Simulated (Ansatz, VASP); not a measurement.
**CaO in VASP and in Ansatz**

```
Ca O
1.0
     0.00000    2.62183    2.62183
     2.62183    0.00000    2.62183
     2.62183    2.62183    0.00000
Ca O
1 1
Direct
  0.00000 0.00000 0.00000
  0.25000 0.25000 0.25000
```

Alike in both runs: task electric field gradients; functional LDA; k mesh 11 × 11 × 11; occupations fermi-dirac, width 0.05 eV; no spin polarisation.

|  | VASP | Ansatz |
| --- | --- | --- |
| version | VASP 6.6.1 | Ansatz 0.2.0 |
| potentials or method | VASP PAW LDA potentials, release 64 (Ca_sv, O) | PAW with Ansatz's default frozen-core files, scalar-relativistic |
| plane-wave cutoff (eV) | 520 | 420 |
| valence electrons in the cell | 16 | 16 |

|  | VASP | Ansatz | Ansatz less VASP |
| --- | --- | --- | --- |
| gap on the k mesh at the Fermi level (eV) | 3.10 | 3.10 | 0.000 |
| pressure (GPa) | -5.2 | -5.7 | -0.55 |

LDA's correlation is that of Perdew and Zunger in VASP and of Perdew and Wang (1992) in Ansatz.
